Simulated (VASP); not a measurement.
SiC:

```
Si C
1.0
     3.07536    0.00000    0.00000
    -1.53768    2.66334    0.00000
     0.00000    0.00000    5.04811
Si C
2 2
Direct
  0.33333 0.66667 0.49959
  0.66667 0.33333 0.99959
  0.33333 0.66667 0.87541
  0.66667 0.33333 0.37541
```

Program: VASP 6.6.1. Alike in all runs: task single point; no spin polarisation; cell as given; k mesh 12 × 12 × 6; cutoff (eV) 520.

**Question.** Order these runs on this cell by their pressure, lowest first.
A. level LDA; potentials or basis VASP PAW LDA potentials, release 64 (Si, C); smearing gaussian 0.01 eV
B. level PBE; potentials or basis VASP PAW PBE potentials, release 64 (Si, C); smearing fermi-dirac 0.02 eV
C. level r2SCAN; potentials or basis VASP PAW PBE potentials, release 64 (Si, C); smearing gaussian 0.01 eV

**Answer.** A (-3.8 GPa), C (-0.2 GPa), B (3.5 GPa).

Caveats: the PAW data sets were made with another functional, which shifts forces and pressure a little (some runs).
